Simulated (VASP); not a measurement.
MgF2 (rutile type), 6 atoms in the cell. The structure is tetragonal, space group P4_2/mnm (No. 136). Conventional cell: a = 4.084 Å, b = 4.084 Å, c = 2.700 Å, α = 90.00°, β = 90.00°, γ = 90.00°. Within 2.3 Å of Mg (site symmetry mmm) lie 6 F at 1.75 to 1.77 Å. Within 2.3 Å of F (site symmetry m2m) lie 3 Mg at 1.75 to 1.77 Å and 1 F at 2.28 Å. 

```yaml
Program: VASP 6.6.1
Task: relaxation of shape and atoms at fixed volume
Functional: LDA
Potentials_or_basis: VASP PAW LDA potentials, release 64 (Mg, F)
Cutoff: 600 eV
k_mesh: 7 × 7 × 10
Occupations: fermi-dirac, width 0.1 eV
Spin: no spin polarisation
Dipole_correction: no
Further_INCAR_settings: ALGO = Normal; EDIFF = 1e-07; IBRION = 2; EDIFFG = -0.005; NSW = 50; ISIF = 4
```

Potentials or basis: VASP PAW LDA potentials, release 64 (Mg, F).

Launch:

```console
$ cat potpaw_LDA.64/Mg/POTCAR potpaw_LDA.64/F/POTCAR > POTCAR
$ mpirun -np 1 vasp_std > vasp.out
```

Hardware: 1 thread of Intel(R) Xeon(R) 6975P-C (Granite Rapids), with other jobs on the host.

Question: Estimate the wall time of this run.

Answer: Wall time 99 s on 1 thread of Intel(R) Xeon(R) 6975P-C (Granite Rapids), with other jobs on the host, peak memory 0.19 GiB. Counts: scf iterations 62, k points 60, ion steps 9.
